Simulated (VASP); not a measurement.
A run of VASP 6.6.1 is set up as follows.

The input INCAR:

```
PREC = Accurate ; ENCUT = 600
EDIFF = 1E-6 ; ISMEAR = -1
SIGMA = 0.05 ; LREAL = F
LASPH = T ; NELM = 100
ALGO = Normal ; ISIF = 3
LWAVE = F ; LCHARG = F
GGA = PS ; IBRION = 2
NSW = 60 ; EDIFFG = -0.005
```

KPOINTS

```
regular mesh
0
Gamma
  8 8 11
```

File POSCAR:

```
TiO2
1.0
    4.4964431302      0.0000000000      0.0000000000
    0.0000000000      4.4964431302      0.0000000000
    0.0000000000      0.0000000000      2.9676524660
Ti O
2 4
Direct
    0.0000000000      0.0000000000      0.0000000000
    0.5000000000      0.5000000000      0.5000000000
    0.3050000000      0.3050000000      0.0000000000
    0.6950000000      0.6950000000      0.0000000000
    0.8050000000      0.1950000000      0.5000000000
    0.1950000000      0.8050000000      0.5000000000
```

Potentials or basis: VASP PAW PBE potentials, release 64 (Ti_sv, O).

The run is started by

```sh
$ cat potpaw_PBE.64/Ti_sv/POTCAR potpaw_PBE.64/O/POTCAR > POTCAR
$ mpirun -np 1 vasp_std > vasp.out
```

Q: Predict the relaxed volume.

A: 10.34 Å³/atom.

Q: What does it give for the band gap on the k mesh?

A: 1.83 eV.

Q: Estimate the space group after relaxing (to 0.1 Å).

A: P4_2/mnm (No. 136).

Q: Predict the relaxed cell.

A: a = 4.592 Å, b = 4.592 Å, c = 2.942 Å, α = 90.00°, β = 90.00°, γ = 90.00°.

Stress tensor (GPa, compression positive):
```
 0.06  0.00  0.00
 0.00  0.06  0.00
 0.00  0.00 -0.05
```

Caveat: the PAW data sets were made with another functional, which shifts forces and pressure a little. A k mesh can miss the band edges.
